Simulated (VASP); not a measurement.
# Mo (P6/mmm) in VASP: a series of runs, part 2 of 3

VASP 6.6.1. The steps go on from the part before.

**5. Single point, LDA**

This run uses another cell than the first one: it holds 3 atoms, not 1.

INCAR

```
SYSTEM = Mo
ALGO = Normal ; EDIFF = 1E-6
ENCUT = 520 ; GGA = CA
ISIF = 2 ; ISMEAR = -1
LASPH = .TRUE. ; LCHARG = .TRUE.
LELF = .TRUE. ; LREAL = .FALSE.
LVHAR = .TRUE. ; LWAVE = .FALSE.
NBANDS = 28 ; NELM = 60
PREC = Accurate ; SIGMA = 0.05
```

KPOINTS

```
k-points
0
G
  8 8 12
  0 0 0
```

POSCAR

```
Mo
1.0
    4.5512085277      0.0000000000      0.0000000000
   -2.2756042638      3.9414622029      0.0000000000
    0.0000000000      0.0000000000      2.5096663284
Mo
3
Direct
    0.0000000000      0.0000000000      0.0000000000
    0.3333333333      0.6666666667      0.5000000000
    0.6666666667      0.3333333333      0.5000000000
```

Run with:

```sh
$ cat potpaw_LDA.64/Mo_sv/POTCAR > POTCAR
$ mpirun -np 1 vasp_std > vasp.out
```

Run time: 25 s. Hardware: 1 thread of Intel Xeon 6975P-C (Granite Rapids), shared host; peak memory 0.18 GiB.

It converged, with:

| Item | Value |
| --- | --- |
| Free energy | -35.1389 eV |
| Pressure | 7.7 GPa |
| Band gap on the k mesh | zero (band 21 reaches 13.81 eV, above the bottom of band 22 at 12.31 eV) |

Stress tensor (GPa, compression positive):
```
7.51 0.00 0.00
0.00 7.51 0.00
0.00 0.00 7.99
```

Levels at points of the mesh, in eV from the Fermi level:
| k point | band 19 | band 20 | band 21 | band 22 | band 23 | band 24 |
| --- | --- | --- | --- | --- | --- | --- |
| (0.00, 0.00, 0.00) | -2.15 | -2.15 | -0.57 | -0.57 | 1.85 | 1.85 |
| (0.50, 0.00, 0.00) | -2.33 | -2.18 | 0.81 | 1.56 | 2.11 | 2.19 |
| (0.00, 0.00, 0.50) | -1.24 | -1.24 | 0.16 | 0.16 | 2.67 | 2.67 |
| (0.50, 0.00, 0.50) | -2.00 | -0.27 | -0.17 | 1.27 | 1.48 | 2.32 |

**6. Relaxation of cell and atoms, LDA, target pressure 6.5 GPa, at which the enthalpy is minimised**

This run uses another cell than the first one, of 15.32 Å³/atom, 0.987 times its volume.

INCAR

```
SYSTEM = Mo
PREC = Accurate ; ENCUT = 600
EDIFF = 1E-6 ; ISMEAR = -1
SIGMA = 0.05 ; LREAL = .False.
LASPH = .True. ; NELM = 60
ALGO = Normal ; ISIF = 3
LWAVE = .False. ; LCHARG = .False.
GGA = CA ; IBRION = 2
NSW = 60 ; EDIFFG = -0.005
PSTRESS = 65.0
```

KPOINTS

```
Automatic mesh
0
Gamma
  17 17 15
  0 0 0
```

POSCAR

```
Mo
1.0
    2.6597492696      0.0000000000      0.0000000000
   -1.3298746348      2.3034104352      0.0000000000
    0.0000000000      0.0000000000      2.5001643134
Mo
1
Direct
    0.0000000000      0.0000000000      0.0000000000
```

Potentials or basis: VASP PAW LDA potentials, release 64 (Mo_sv).

Run with:

```sh
$ cat potpaw_LDA.64/Mo_sv/POTCAR > POTCAR
$ mpirun -np 1 vasp_std > vasp.out
```

OUTCAR:

```text
SYSTEM = Mo
   PREC = Accurate
   ENCUT = 600
   EDIFF = 1E-6
   ISMEAR = -1
   LREAL = .False.
   LASPH = .True.
   NELM = 60
   ISIF = 3
   GGA = CA
   IBRION = 2
   NSW = 60
   EDIFFG = -0.005
   PSTRESS = 65.0

 ion  position               nearest neighbor table
   1  0.000  0.000  0.000-

  LATTYP: Found a hexagonal cell.
 ALAT       =     2.6597492696
 C/A-ratio  =     0.9400000000

  Lattice vectors:

 A1 = (   2.6597492696,   0.0000000000,   0.0000000000)
 A2 = (  -1.3298746348,   2.3034104352,   0.0000000000)
 A3 = (   0.0000000000,   0.0000000000,   2.5001643134)

Analysis of symmetry for initial positions (statically):
=====================================================================
 Subroutine PRICEL returns:
 Original cell was already a primitive cell.

 Routine SETGRP: Setting up the symmetry group for a
 hexagonal supercell.

 Subroutine GETGRP returns: Found 24 space group operations
 (whereof 24 operations were pure point group operations)
 out of a pool of 24 trial point group operations.

The static configuration has the point symmetry D_6h.

Analysis of symmetry for dynamics (positions and initial velocities):
=====================================================================
 Subroutine PRICEL returns:
 Original cell was already a primitive cell.

 Routine SETGRP: Setting up the symmetry group for a
 hexagonal supercell.

 Subroutine GETGRP returns: Found 24 space group operations
 (whereof 24 operations were pure point group operations)
 out of a pool of 24 trial point group operations.

The dynamic configuration has the point symmetry D_6h.

 Subroutine INISYM returns: Found 24 space group operations
 (whereof 24 operations are pure point group operations),
 and found     1 'primitive' translations

----------------------------------------------------------------------------------------

                                     Primitive cell
[... 133 lines left out ...]
  ---------------------------------------------------
  ext. energy  EPLUGINS =         0.00000000
  ---------------------------------------------------
  free energy    TOTEN  =       -11.20906081 eV

  energy without entropy =      -11.20160861  energy(sigma->0) =      -11.20533471

------------------------ aborting loop because EDIFF is reached ----------------------------------------

  FORCE on cell =-STRESS in cart. coord.  units (eV):
  Direction    XX          YY          ZZ          XY          YZ          ZX
  --------------------------------------------------------------------------------------
  -------------------------------------------------------------------------------------
  Total        1.5507944      1.5507944      0.2068661      0.0000000      0.0000000      0.0000000
  in kB      162.2124654    162.2124654     21.6381066      0.0000000      0.0000000      0.0000000
  external PRESSURE =      50.3543458 kB  Pullay stress =      65.0000000 kB
[... 94 lines left out ...]
  energy  without entropy=      -11.2367569452  energy(sigma->0) =      -11.24065627

  enthalpy is  TOTEN    =       -10.6053461130 eV   P V=        0.6392094779

[... ionic steps 4 to 8 ...]

--------------------------------------- Ionic step        9  -------------------------------------------

 number of electron      14.0000000 magnetization

------------------------ aborting loop because EDIFF is reached ----------------------------------------
[... 69 lines left out ...]
--------------------------------------- Ionic step       11  -------------------------------------------

 number of electron      14.0000000 magnetization

 Free energy of the ion-electron system (eV)
  ---------------------------------------------------
  ext. energy  EPLUGINS =         0.00000000
  ---------------------------------------------------
  free energy    TOTEN  =       -11.24121680 eV

  energy without entropy =      -11.23426500  energy(sigma->0) =      -11.23774090

 E-fermi :  12.2951     XC(G=0): -13.5265

 val. band max:       12.2506681284   @ k =   0.2353   0.1765   0.3333
 cond. band min:      12.3105236901   @ k =   0.0000   0.0000   0.4667
 fundamental gap:      0.0598555618
 Fermi energy:        12.2951239796

 k-point     1 :       0.0000    0.0000    0.0000
  band No.  band energies     occupation
      1     -48.3840      2.00000
      2     -21.7500      2.00000
      3     -21.7500      2.00000
      4     -21.4231      2.00000
      5       5.4064      2.00000
      6       7.6338      2.00000
      7      11.2727      2.00000
      8      11.2727      2.00000
      9      16.9697      0.00000
     10      16.9697      0.00000
     11      25.1672      0.00000
[... 309 lines left out ...]
 k-point    24 :       0.1765    0.1765    0.0000
  band No.  band energies     occupation
      1     -48.2100      2.00000
      2     -22.7251      2.00000
      3     -22.0943      2.00000
      4     -21.3107      2.00000
      5       7.9716      2.00000
      6       9.0905      2.00000
      7       9.3533      2.00000
      8      14.8380      0.00000
      9      14.9628      0.00000
     10      16.2631      0.00000
     11      26.1642      0.00000

 [... further k-points ...]
[... 5 lines left out ...]
  --------------------------------------------------------------------------------------
  -------------------------------------------------------------------------------------
  Total        0.6298736      0.6298736      0.6328478     -0.0000000     -0.0000000      0.0000000
  in kB       64.7469919     64.7469919     65.0527198     -0.0000000     -0.0000000      0.0000000
  external PRESSURE =      -0.1510988 kB  Pullay stress =      65.0000000 kB
[... 20 lines left out ...]
  energy  without entropy=      -11.2342649966  energy(sigma->0) =      -11.23774090

  enthalpy is  TOTEN    =       -10.6088818836 eV   P V=        0.6323349187

 reached required accuracy - stopping structural energy minimisation
```

CONTCAR:

```text
Mo
   1.00000000000000
     2.7104539081897272   -0.0000000000000000    0.0000000000000000
    -1.3552269540948636    2.3473219403137691   -0.0000000000000000
     0.0000000000000000    0.0000000000000000    2.4497947875455144
  Mo
     1
Direct
     0.0000000000000000    0.0000000000000000    0.0000000000000000

  0.00000000E+00  0.00000000E+00  0.00000000E+00
```

Wall time 61 s (1 thread of Intel Xeon 6975P-C (Granite Rapids), shared host); peak memory 0.18 GiB.

What came out:

* Free energy: -11.2412 eV
* Relaxed volume: 15.59 Å³/atom
* Relaxed cell: a = 2.710 Å, b = 2.710 Å, c = 2.450 Å, α = 90.00°, β = 90.00°, γ = 120.00°
* Space group after relaxing (to 0.05 Å): P6/mmm (No. 191)
* Energy change on relaxing (the enthalpy is what falls): -32.2 meV/atom
* Ionic steps: 11
* Pressure after relaxing: 6.5 GPa
* Band gap on the k mesh: zero (band 7 reaches 13.39 eV, above the bottom of band 8 at 11.27 eV)

The path:
```tsv
step	energy change (eV)	largest force (eV/Å)	pressure (GPa)	volume (Å³)
1	0.0000	0.0000	11.54	15.32
2	-0.0281	0.0000	-5.02	16.39
3	-0.0355	0.0000	3.63	15.76
4	-0.0172	0.0000	10.48	15.38
5	-0.0325	0.0000	6.29	15.60
6	-0.0324	0.0000	6.32	15.59
7	-0.0323	0.0000	6.38	15.59
8	-0.0315	0.0000	6.70	15.57
9	-0.0319	0.0000	6.62	15.58
10	-0.0320	0.0000	6.53	15.58
11	-0.0322	0.0000	6.48	15.59
```

Final structure:
```
Mo
1.0
     2.71045    0.00000    0.00000
    -1.35523    2.34732    0.00000
     0.00000    0.00000    2.44979
Mo
1
Direct
  0.00000 0.00000 0.00000
```

Levels at points of the mesh, in eV from the Fermi level:
| k point | band 3 | band 4 | band 5 | band 6 | band 7 | band 8 | band 9 | band 10 | band 11 |
| --- | --- | --- | --- | --- | --- | --- | --- | --- | --- |
| (0.00, 0.00, 0.00) | -34.05 | -33.72 | -6.89 | -4.66 | -1.02 | -1.02 | 4.67 | 4.67 | 12.87 |

Caveat: the cell is relaxed towards a set pressure, so the enthalpy falls and the energy may rise.

(Part 2 of 3 ends here.)
